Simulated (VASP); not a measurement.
# Si (Fd-3m) in VASP: further runs

Runs on Si. Level: PBE. Tasks: single point.

Everything below comes from runs of VASP 6.6.1. Logs are shortened: lines on timing, memory, paths and dates and some standing lists are left out, and cuts for length are marked.

## (1) The cell of the first run

It takes space group Fd-3m (No. 227, cubic). The conventional cell has a = 5.333 Å, b = 5.333 Å, c = 5.333 Å, α = 90.00°, β = 90.00°, γ = 90.00°. Within 3.1 Å of Si (site symmetry -43m) lie 4 Si at 2.31 Å.

## (2) Single point, PBE (the cell strained)

Input file INCAR:

```
SYSTEM = Si
PREC     = Accurate       ! precision mode
ENCUT    = 520            ! plane-wave cutoff, eV
EDIFF    = 1E-7           ! SCF threshold, eV
ISMEAR   = 0              ! smearing method
SIGMA    = 0.05           ! smearing width, eV
LREAL    = .FALSE.        ! projectors in reciprocal space
LASPH    = .TRUE.         ! aspherical terms in the spheres
NELM     = 60             ! most SCF steps
ALGO     = Normal         ! electronic algorithm
ISIF     = 2              ! what is computed and relaxed
LWAVE    = .FALSE.        ! write WAVECAR
LCHARG   = .TRUE.         ! write CHGCAR
GGA      = PE             ! functional
LELF     = .TRUE.         ! ELF
LVHAR    = .TRUE.       
NBANDS   = 16             ! bands
```

Input file KPOINTS:

```
Automatic mesh
0
G
  8 8 6
  0 0 0
```

Input file POSCAR:

```
Si
1.0
    0.0000000000     -2.6663917402     -2.6663917402
    0.0000000000      2.6663917402     -2.6663917402
    5.3327834804      0.0000000000      0.0000000000
Si
4
Direct
    0.5000000000      0.5000000000      0.0000000000
    0.0000000000      0.0000000000      0.5000000000
    1.0000000000      0.5000000000      0.2500000000
    0.5000000000      0.0000000000      0.7500000000
```

Potentials or basis: VASP PAW PBE potentials, release 64 (Si).

Launch:

```sh
> cat potpaw_PBE.64/Si/POTCAR > POTCAR
> mpirun -np 1 vasp_std > vasp.out
```

OUTCAR:

```text
SYSTEM = Si
   PREC = Accurate
   ENCUT = 520
   EDIFF = 1E-7
   ISMEAR = 0
   LREAL = .FALSE.
   LASPH = .TRUE.
   NELM = 60
   ISIF = 2
   GGA = PE

 ion  position               nearest neighbor table
   1  0.500  0.500  0.000-   3 2.31   4 2.31   4 2.31   3 2.31
   2  0.000  0.000  0.500-   3 2.31   4 2.31   3 2.31   4 2.31
   3  0.000  0.500  0.250-   1 2.31   2 2.31   2 2.31   1 2.31
   4  0.500  0.000  0.750-   1 2.31   2 2.31   1 2.31   2 2.31

  LATTYP: Found a simple tetragonal cell.
 ALAT       =     3.7708473616
 C/A-ratio  =     1.4142135624

  Lattice vectors:

 A1 = (   0.0000000000,  -2.6663917402,  -2.6663917402)
 A2 = (   0.0000000000,   2.6663917402,  -2.6663917402)
 A3 = (   5.3327834804,   0.0000000000,   0.0000000000)

Analysis of symmetry for initial positions (statically):
=====================================================================
 Subroutine PRICEL returns following result:

  LATTYP: Found a face centered cubic cell.
 ALAT       =     5.3327834804

  Lattice vectors:

 A1 = (  -2.6663917402,   0.0000000000,   2.6663917402)
 A2 = (  -2.6663917402,  -2.6663917402,   0.0000000000)
 A3 = (   0.0000000000,  -2.6663917402,   2.6663917402)

   2 primitive cells build up your supercell.

 Routine SETGRP: Setting up the symmetry group for a
 simple tetragonal supercell.

 Subroutine GETGRP returns: Found 16 space group operations
 (whereof  8 operations were pure point group operations)
 out of a pool of 16 trial point group operations.

The static configuration has the point symmetry D_2d.
 The point group associated with its full space group is D_4h.

Analysis of symmetry for dynamics (positions and initial velocities):
=====================================================================
 Subroutine PRICEL returns following result:

  LATTYP: Found a face centered cubic cell.
 ALAT       =     5.3327834804

  Lattice vectors:

 A1 = (  -2.6663917402,   0.0000000000,   2.6663917402)
 A2 = (  -2.6663917402,  -2.6663917402,   0.0000000000)
 A3 = (   0.0000000000,  -2.6663917402,   2.6663917402)

   2 primitive cells build up your supercell.

 Routine SETGRP: Setting up the symmetry group for a
 simple tetragonal supercell.

 Subroutine GETGRP returns: Found 16 space group operations
 (whereof  8 operations were pure point group operations)
 out of a pool of 16 trial point group operations.

The dynamic configuration has the point symmetry D_2d.
 The point group associated with its full space group is D_4h.

 Subroutine INISYM returns: Found 16 space group operations
 (whereof  8 operations are pure point group operations),
 and found     2 'primitive' translations

----------------------------------------------------------------------------------------

                                     Primitive cell

  volume of cell :      37.9142

  direct lattice vectors                    reciprocal lattice vectors
    -2.666391740  0.000000000  2.666391740    -0.187519333  0.187519333  0.187519333
    -2.666391740 -2.666391740  0.000000000    -0.187519333 -0.187519333 -0.187519333
     0.000000000 -2.666391740  2.666391740     0.187519333 -0.187519333  0.187519333

  length of vectors
     3.770847362  3.770847362  3.770847362     0.324793012  0.324793012  0.324793012

  position of ions in fractional coordinates (direct lattice)
     0.500000000  0.500000000  0.500000000
     0.750000000  0.750000000  0.750000000

  ion indices of the primitive-cell ions
   primitive index   ion index
                 1           1
                 2           3

----------------------------------------------------------------------------------------

 KPOINTS: Automatic mesh

Automatic generation of k-mesh.
 Grid dimensions read from file:
 generate k-points for:    8    8    6

 Generating k-lattice:

  Cartesian coordinates                     Fractional coordinates (reciprocal lattice)
     0.000000000 -0.023439917 -0.023439917     0.125000000  0.000000000  0.000000000
     0.000000000  0.023439917 -0.023439917     0.000000000  0.125000000  0.000000000
     0.031253222  0.000000000  0.000000000     0.000000000  0.000000000  0.166666667

  Length of vectors
     0.033149048  0.033149048  0.031253222

  Shift w.r.t. Gamma in fractional coordinates (k-lattice)
     0.000000000  0.000000000  0.000000000

 Subroutine IBZKPT returns following result:
 ===========================================

 Found     60 irreducible k-points:

 Following reciprocal coordinates:
            Coordinates               Weight
  0.000000  0.000000  0.000000      1.000000
  0.125000  0.000000  0.000000      4.000000
  0.250000  0.000000  0.000000      4.000000
  0.375000  0.000000  0.000000      4.000000
  0.500000  0.000000  0.000000      2.000000
  0.125000  0.125000  0.000000      4.000000
[... 16 lines left out ...]
  0.375000  0.125000  0.166667     16.000000
  0.500000  0.125000  0.166667      8.000000
 [... further k-points ...]
   k-points           NKPTS =     60   k-points in BZ     NKDIM =     60   number of bands    NBANDS=     16
   number of dos      NEDOS =    301   number of ions     NIONS =      4
   total plane-waves  NPLWV =  31360
   dimension x,y,z NGX =    28 NGY =   28 NGZ =   40
   dimension x,y,z NGXF=    56 NGYF=   56 NGZF=   80
   ions per type =               4
   NGX,Y,Z   is equivalent  to a cutoff of  12.34, 12.34, 12.47 a.u.
   NGXF,Y,Z  is equivalent  to a cutoff of  24.69, 24.69, 24.94 a.u.
 SYSTEM =  Si
   PREC   = accura    normal or accurate (medium, high low for compatibility)
   ISTART =      0    job   : 0-new  1-cont  2-samecut
   ICHARG =      2    charge: 1-file 2-atom 10-const
   ISPIN  =      1    spin polarized calculation?
   LNONCOLLINEAR =      F non collinear calculations
   LSORBIT =      F    spin-orbit coupling
   LASPH  =      T    aspherical Exc in radial PAW
   ENCUT  =  520.0 eV  38.22 Ry    6.18 a.u.   7.01  7.01  9.92*2*pi/ulx,y,z
   NELM   =     60;   NELMIN=  2; NELMDL= -5     # of ELM steps
   EDIFF  = 0.1E-06   stopping-criterion for ELM
   LREAL  =      F    real-space projection
   EDIFFG = 0.1E-05   stopping-criterion for IOM
   NSW    =      0    number of steps for IOM
   IBRION =     -1    ionic relax: 0-MD 1-quasi-New 2-CG
   NFREE  =      0    steps in history (QN), initial steepest desc. (CG)
   ISIF   =      2    stress and relaxation
   ISYM   =      2    0-nonsym 1-usesym 2-fastsym
   POTIM  = 0.5000    time-step for ionic-motion
   TEBEG  =    0.0;   TEEND  =   0.0 temperature during run
   PSTRESS=    0.0 pullay stress
   NELECT =      16.0000    total number of electrons
   NUPDOWN=      -1.0000    fix difference up-down
   EMIN   =  10.00;   EMAX   =-10.00  energy-range for DOS
   EFERMI =   0.00;   METHOD = LEGACY
   ISMEAR =     0;   SIGMA  =   0.05  broadening in eV -4-tet -1-fermi 0-gaus
   EFERMI_NEDOS =   21; number of points for ismear=-14 and -15
   IALGO  =     38    algorithm
   IMIX   =      4    mixing-type and parameters
     AMIX     =   0.40;   BMIX     =  1.00
     AMIX_MAG =   1.60;   BMIX_MAG =  1.00
  volume/ion in A,a.u.               =      18.96       127.93
  Fermi-wavevector in a.u.,A,eV,Ry     =   0.974625  1.841774 12.924091  0.949894
  Thomas-Fermi vector in A             =   2.105100
   LORBIT       =      0    0 simple, 1 ext, 2 COOP (PROOUT), +10 PAW based schemes
   GGA     = PE    functional components
   LHFCALC =     F    Hartree Fock is set to
   AEXX    =    0.0000 exact exchange contribution
   IVDW    =     0    specifies the selected vdW correction
   LEPSILON=     F    determine dielectric tensor
   LRPA    =     F    only Hartree local field effects (RPA)
 non-spin polarized calculation
 Gauss-broadening in eV      SIGMA  =   0.05
  energy-cutoff  :      520.00
  volume of cell :       75.83
 maximum number of plane-waves:      2072
   NGX = 15   NGY = 15   NGZ = 19

 number of electron      16.0000004 magnetization

 Free energy of the ion-electron system (eV)
  ---------------------------------------------------
  ext. energy  EPLUGINS =         0.00000000
  ---------------------------------------------------
  free energy    TOTEN  =       -21.55996804 eV

  energy without entropy =      -21.55996804  energy(sigma->0) =      -21.55996804

 E-fermi :   6.6161     XC(G=0):  -9.6241

 val. band max:        6.3926577726   @ k =   0.0000   0.0000   0.0000
 cond. band min:       6.8615060572   @ k =   0.0000   0.0000   0.1667
 fundamental gap:      0.4688482846
 Fermi energy:         6.6161022316

 k-point     1 :       0.0000    0.0000    0.0000
  band No.  band energies     occupation
      1      -5.9496      2.00000
      2      -1.6028      2.00000
      3      -1.6028      2.00000
      4       3.3973      2.00000
      5       3.3973      2.00000
      6       6.3926      2.00000
[... 8 lines left out ...]
     15      14.1375      0.00000
     16      14.1375      0.00000

 k-point     2 :       0.1250    0.0000    0.0000
  band No.  band energies     occupation
      1      -5.8066      2.00000
      2      -1.6655      2.00000
      3      -1.4499      2.00000
      4       2.6612      2.00000
      5       3.5119      2.00000
      6       5.3508      2.00000
[... 8 lines left out ...]
     15      13.5081      0.00000
     16      14.0070      0.00000

 k-point     3 :       0.2500    0.0000    0.0000
  band No.  band energies     occupation
      1      -5.3830      2.00000
      2      -2.0121      2.00000
      3      -0.9927      2.00000
      4       1.8307      2.00000
      5       3.6857      2.00000
      6       3.8462      2.00000
[... 8 lines left out ...]
     15      12.6937      0.00000
     16      14.0988      0.00000
[... 362 lines left out ...]
 k-point    23 :       0.3750    0.1250    0.1667
  band No.  band energies     occupation
      1      -4.4462      2.00000
      2      -2.7659      2.00000
      3      -0.5116      2.00000
      4       1.4234      2.00000
      5       2.3890      2.00000
      6       3.8572      2.00000
[... 8 lines left out ...]
     15      12.9264      0.00000
     16      13.2728      0.00000

 k-point    24 :       0.5000    0.1250    0.1667
  band No.  band energies     occupation
      1      -3.5869      2.00000
      2      -3.5869      2.00000
      3       0.2284      2.00000
      4       0.2284      2.00000
      5       3.1273      2.00000
      6       3.1273      2.00000
[... 8 lines left out ...]
     15      12.1301      0.00000
     16      12.1301      0.00000

 [... further k-points ...]

------------------------ aborting loop because EDIFF is reached ----------------------------------------

  FORCE on cell =-STRESS in cart. coord.  units (eV):
  Direction    XX          YY          ZZ          XY          YZ          ZX
  --------------------------------------------------------------------------------------
  -------------------------------------------------------------------------------------
  Total        3.7139977      3.7421044      3.7421044      0.0000000      0.0000000      0.0000000
  in kB       78.4730189     79.0668831     79.0668831      0.0000000      0.0000000      0.0000000
  external PRESSURE =      78.8689284 kB  Pullay stress =       0.0000000 kB

 VOLUME and BASIS-vectors are now :
 -----------------------------------------------------------------------------
  energy-cutoff  :      520.00
  volume of cell :       75.83
      direct lattice vectors                 reciprocal lattice vectors
     0.000000000 -2.666391740 -2.666391740     0.000000000 -0.187519333 -0.187519333
     0.000000000  2.666391740 -2.666391740     0.000000000  0.187519333 -0.187519333
     5.332783480  0.000000000  0.000000000     0.187519333  0.000000000  0.000000000

 POSITION                                       TOTAL-FORCE (eV/Angst)
 -----------------------------------------------------------------------------------
      0.00000      0.00000     -2.66639         0.000000     -0.000000      0.000000
      2.66639      0.00000      0.00000         0.000000      0.000000      0.000000
      1.33320      1.33320     -1.33320         0.000000     -0.000000     -0.000000
      3.99959     -1.33320     -1.33320        -0.000000      0.000000     -0.000000
 -----------------------------------------------------------------------------------
    total drift:                               -0.000000      0.000000     -0.000000

  FREE ENERGIE OF THE ION-ELECTRON SYSTEM (eV)
  ---------------------------------------------------
  free  energy   TOTEN  =       -21.5599680367 eV

  energy  without entropy=      -21.5599680367  energy(sigma->0) =      -21.55996804
```

Run time: 26 s. Hardware: 1 thread of Intel Xeon 6975P-C (Granite Rapids), shared host; peak memory 0.19 GiB.

Results:

* Free energy: -21.5600 eV
* Pressure: 7.9 GPa
* Band gap on the k mesh: 0.47 eV

Caveat: the cell differs from its parent crystal (the cell strained); the cell stands under pressure. A k mesh can miss the band edges.

## (3) Single point, PBE (the cell strained)

Input file INCAR:

```
SYSTEM = Si
ALGO     = Normal         ! electronic algorithm
EDIFF    = 1E-6           ! SCF threshold, eV
ENCUT    = 520            ! plane-wave cutoff, eV
GGA      = PE             ! functional
ISIF     = 2              ! what is computed and relaxed
ISMEAR   = 0              ! smearing method
LASPH    = .True.         ! aspherical terms in the spheres
LCHARG   = .False.        ! write CHGCAR
LREAL    = .False.        ! projectors in reciprocal space
LWAVE    = .False.        ! write WAVECAR
NBANDS   = 16             ! bands
NELM     = 100            ! most SCF steps
PREC     = Accurate       ! precision mode
SIGMA    = 0.05           ! smearing width, eV
```

Input file KPOINTS:

```
k-points
0
Gamma
  8 8 6
  0 0 0
```

Input file POSCAR:

```
Si
1.0
    0.0000000000     -2.6890902545     -2.6890902545
    0.0000000000      2.6890902545     -2.6890902545
    5.3781805090      0.0000000000      0.0000000000
Si
4
Direct
    0.5000000000      0.5000000000      0.0000000000
    0.0000000000      0.0000000000      0.5000000000
    1.0000000000      0.5000000000      0.2500000000
    0.5000000000      0.0000000000      0.7500000000
```

Potentials or basis: VASP PAW PBE potentials, release 64 (Si).

Launch:

```sh
> cat potpaw_PBE.64/Si/POTCAR > POTCAR
> mpirun -np 1 vasp_std > vasp.out
```

Wall time 21 s (1 thread of Intel Xeon 6975P-C (Granite Rapids), shared host); peak memory 0.19 GiB.

It converged, with:

```yaml
Free_energy: -21.6380 eV
Pressure: 5.0 GPa
Band_gap_on_the_k_mesh: 0.52 eV
```

Levels at points of the mesh, in eV from the valence-band top:
| k point | band 4 | band 5 | band 6 | band 7 | band 8 | band 9 | band 10 | band 11 | band 12 | band 13 |
| --- | --- | --- | --- | --- | --- | --- | --- | --- | --- | --- |
| (0.00, 0.00, 0.00) | -2.93 | -2.93 | 0.00 | 0.00 | 0.00 | 0.65 | 0.65 | 2.58 | 2.58 | 2.58 |
| (0.50, 0.00, 0.00) | -5.53 | -3.86 | -3.86 | -1.36 | -1.36 | 2.47 | 2.47 | 4.85 | 4.85 | 5.20 |
| (0.50, 0.50, 0.00) | -7.91 | -2.93 | -2.93 | -2.93 | -2.93 | 0.65 | 0.65 | 0.65 | 0.65 | 10.37 |
| (0.00, 0.00, 0.50) | -3.51 | -1.94 | -1.94 | -1.94 | -1.94 | 1.10 | 1.10 | 3.12 | 3.12 | 5.85 |
| (0.50, 0.00, 0.50) | -7.11 | -1.22 | -1.22 | -1.22 | -1.22 | 1.64 | 1.64 | 3.33 | 3.33 | 3.33 |
| (0.50, 0.50, 0.50) | -7.73 | -3.97 | -3.97 | -3.97 | -3.97 | 4.26 | 4.26 | 4.26 | 4.26 | 5.11 |

Caveat: the cell differs from its parent crystal (the cell strained); the cell stands under pressure. A k mesh can miss the band edges.
